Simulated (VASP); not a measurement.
**Cs7CdSn8I24 (a cell with a defect): single point with PBEsol**

The system is Cs7CdSn8I24 (a cell with a defect).

```
CELL_PARAMETERS angstrom
12.31446 0.00000 0.00000
0.00000 12.31446 0.00000
0.00000 0.00000 12.31446
ATOMIC_POSITIONS crystal
Cs 0.98762 0.99431 0.99884
Cs 0.97511 0.97273 0.49763
Cs 0.97770 0.52059 0.00003
Cs 0.98162 0.51980 0.49824
Cs 0.51373 0.98225 0.99942
Cs 0.52460 0.97544 0.50121
Cs 0.53034 0.53062 0.99968
Cd 0.36812 0.36720 0.50026
Sn 0.24712 0.24620 0.24177
Sn 0.24568 0.24637 0.75920
Sn 0.25799 0.75634 0.25401
Sn 0.25720 0.75452 0.75065
Sn 0.75499 0.25734 0.25264
Sn 0.75538 0.25752 0.74870
Sn 0.75508 0.75453 0.25024
Sn 0.75468 0.75468 0.74877
I 0.30115 0.29442 0.00152
I 0.19808 0.20439 0.50330
I 0.25201 0.70044 0.99864
I 0.25247 0.80662 0.49842
I 0.70158 0.24914 0.99964
I 0.80707 0.25359 0.49944
I 0.75955 0.76303 0.99936
I 0.75343 0.74958 0.49950
I 0.99953 0.26283 0.20060
I 0.99915 0.25862 0.80302
I 0.00633 0.74658 0.25222
I 0.00612 0.75404 0.74771
I 0.49389 0.25530 0.32524
I 0.49406 0.26398 0.67373
I 0.50542 0.76500 0.24018
I 0.50532 0.76028 0.75821
I 0.25105 0.99970 0.19858
I 0.25670 0.99984 0.80073
I 0.26964 0.49480 0.32554
I 0.26288 0.49526 0.67683
I 0.75627 0.00600 0.25390
I 0.75353 0.00635 0.74493
I 0.75435 0.50552 0.23892
I 0.75950 0.50543 0.75944
```

| Item | Value |
| --- | --- |
| Program | VASP 6.6.1 |
| Task | single point |
| Functional | PBEsol |
| Potentials or basis | VASP PAW PBE potentials, release 64 (Cs_sv, Cd, Sn_d, I) |
| Cutoff | 400 eV |
| k mesh | 1 × 1 × 1, shifted |
| Occupations | fermi-dirac, width 0.05 eV |
| Spin | no spin polarisation |
| Dipole correction | no |
| Charge | 1 |
| Further INCAR settings | LREAL = Auto; ALGO = Normal; EDIFF = 1e-06; NBANDS = 204; ISYM = -1; NELECT = 354.0 |

| Quantity | Value |
| --- | --- |
| Largest force | 0.021 eV/Å |

Forces on the atoms (eV/Å):
```
Cs  -0.004  0.002  0.002
Cs  -0.002  0.004  0.001
Cs   0.004 -0.002  0.000
Cs  -0.002  0.003  0.003
Cs   0.006 -0.002  0.004
Cs  -0.004  0.006  0.000
Cs  -0.005 -0.003 -0.003
Cd   0.007 -0.004 -0.006
Sn  -0.010  0.000 -0.002
Sn  -0.004  0.009 -0.002
Sn  -0.004 -0.013 -0.002
Sn  -0.007 -0.007 -0.010
Sn  -0.007  0.001 -0.001
Sn   0.004 -0.006 -0.002
Sn   0.001  0.005  0.016
Sn   0.007  0.003 -0.013
I   -0.007  0.000 -0.003
I    0.004  0.000 -0.002
I    0.002  0.004  0.007
I    0.000 -0.002  0.005
I    0.007  0.001  0.002
I   -0.003 -0.003  0.002
I   -0.004 -0.004  0.005
I   -0.002 -0.002  0.002
I    0.013 -0.002  0.003
I   -0.002  0.005 -0.002
I    0.003  0.007 -0.001
I    0.000 -0.004  0.001
I   -0.001  0.007  0.001
I    0.014 -0.010  0.012
I    0.004 -0.004 -0.003
I    0.001  0.003  0.001
I    0.004  0.006  0.000
I   -0.001 -0.001 -0.007
I   -0.011  0.004 -0.007
I   -0.008 -0.004 -0.002
I    0.000  0.003 -0.001
I    0.002  0.001  0.002
I    0.009 -0.001  0.000
I   -0.001  0.003  0.001
```

Levels at points of the mesh, in eV from the Fermi level:
```tsv
k point	band 175	band 176	band 177	band 178	band 179	band 180
(0.25, 0.25, 0.25)	-1.16	-1.13	-0.86	0.86	1.23	1.30
```

Wall time 11 min on 1 thread of Intel Xeon 8259CL, with other jobs on the host, peak memory 1.1 GiB.

Caveat: the cell carries a net charge on a neutralising background, which shifts energy and pressure; the cell is charged against a uniform background, so pressure and absolute levels hang on convention; the PAW data sets were made with another functional, which shifts forces and pressure a little; spin-orbit coupling is left out, which moves the levels of the heavy elements.
